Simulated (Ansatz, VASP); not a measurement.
W in VASP and in Ansatz

```xyz
2
Lattice="3.2472 0.0000 0.0000 0.0000 3.2472 0.0000 0.0000 0.0000 3.2472" Properties=species:S:1:pos:R:3 pbc="T T T"
W     0.0000    0.0000    0.0000
W     1.6236    1.6236    1.6236
```

Change from the starting cell: equal strain along all axes, cell held, atoms relaxed: +2.0 %.

Alike in both runs: task single point; functional PBE; k mesh 16 × 16 × 16; occupations gaussian, width 0.1 eV; no spin polarisation.

|  | VASP | Ansatz |
| --- | --- | --- |
| version | VASP 6.6.1 | Ansatz 0.2.0 |
| potentials or method | VASP PAW PBE potentials, release 64 (W_sv), cutoff 520 eV | scalar-relativistic, plane waves, PAW |
| valence electrons in the cell | 28 | 28 |

```tsv
	VASP	Ansatz	Ansatz less VASP
gap on the k mesh at the Fermi level (eV)	none	none	-
pressure (GPa)	-15.5	-15.8	-0.32
```

A gap of «none» marks a metal or a gap that the smearing closes.

Spin-orbit coupling is off throughout.
